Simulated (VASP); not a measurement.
SiGe2:

```
CELL_PARAMETERS angstrom
2.93741 0.00000 0.00000
-1.46870 2.54387 0.00000
0.00000 0.00000 7.19514
ATOMIC_POSITIONS crystal
Si 0.00000 0.00000 0.50000
Ge 0.66667 0.33333 0.83333
Ge 0.33333 0.66667 0.16667
```

- Program: VASP 6.6.1
- Task: relaxation of cell and atoms
- Functional: PBE
- Potentials or basis: VASP PAW PBE potentials, release 64 (Si, Ge_d)
- Cutoff: 500 eV
- k mesh: 18 × 18 × 8
- Occupations: gaussian, width 0.1 eV
- Spin: no spin polarisation

At the start: pressure 0.7 GPa; volume 17.92 Å³/atom.

Problem. How do energy, volume and symmetry change on relaxing?

Solution. Over 21 steps the energy falls by 36.8 meV/atom and the volume is 19.00 Å³/atom (+6.0 %); space group P-3m1 (No. 164, to 0.1 Å) before and after.

Step by step:
```tsv
step	energy change (eV)	largest force (eV/Å)	pressure (GPa)	volume (Å³)
1	0.0000	0.4426	0.68	53.76
2	-0.0186	0.3731	-0.16	54.35
3	-0.0469	0.2749	-2.17	56.15
4	-0.0607	0.2513	-1.79	55.82
5	-0.0884	0.1287	-0.32	54.82
6	-0.0683	0.0843	4.04	52.85
7	-0.0919	0.0496	0.89	54.19
8	-0.0920	0.0616	0.65	54.28
9	-0.0937	0.0505	0.54	54.46
10	-0.0970	0.0310	0.27	55.02
11	-0.1040	0.0793	-0.08	56.16
12	-0.0967	0.2055	-0.25	58.46
13	-0.1086	0.0632	-0.39	56.74
14	-0.1101	0.0051	-0.32	57.36
15	-0.1102	0.0251	-0.30	57.20
16	-0.1102	0.0179	-0.30	57.26
17	-0.1071	0.1300	0.58	57.01
18	-0.1104	0.0026	-0.15	57.22
19	-0.1104	0.0001	0.05	56.96
20	-0.1105	0.0011	-0.02	57.05
21	-0.1105	0.0077	0.05	56.99
```

Final structure:
```
CELL_PARAMETERS angstrom
3.04236 0.00000 0.00000
-1.52118 2.63476 0.00000
0.00000 0.00000 7.10987
ATOMIC_POSITIONS crystal
Si 0.00000 0.00000 0.50000
Ge 0.66667 0.33333 0.78875
Ge 0.33333 0.66667 0.21125
```
